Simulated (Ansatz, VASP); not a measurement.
TaS2 in VASP and in Ansatz

```
Ta S
1.0
     3.35000    0.00000    0.00000
    -1.67500    2.90119    0.00000
     0.00000    0.00000    5.86000
Ta S
1 2
Direct
  0.00000 0.00000 0.00000
  0.33333 0.66667 0.25000
  0.66667 0.33333 0.75000
```

Alike in both runs: task single point; functional LDA; k mesh 6 × 6 × 4; occupations gaussian, width 0.1 eV; no spin polarisation.

|  | VASP | Ansatz |
| --- | --- | --- |
| version | VASP 6.6.1 | Ansatz 0.2.0 |
| potentials or method | VASP PAW LDA potentials, release 64 (Ta_pv, S), cutoff 500 eV | scalar-relativistic, plane waves, PAW |
| valence electrons in the cell | 23 | 25 |

```tsv
	VASP	Ansatz	Ansatz less VASP
gap on the k mesh at the Fermi level (eV)	none	none	-
pressure (GPa)	1.9	1.6	-0.30
traceless stress, the component that is largest in VASP (GPa)	2.28	2.24	-0.036
rms of the force components (eV/Å)	0.345	0.323	-0.0225
```

LDA's correlation is that of Perdew and Zunger in VASP and of Perdew and Wang (1992) in Ansatz. Atom by atom the forces differ by 0.023 eV/Å (rms over components). A gap of «none» marks a metal or a gap that the smearing closes. VASP's potentials hold 23 valence electrons a cell and Ansatz's 25, so a difference there can come from the potentials and not from the codes.

The k mesh is coarse, so the values compare programs but aren't converged. Neither program's run includes spin-orbit coupling.
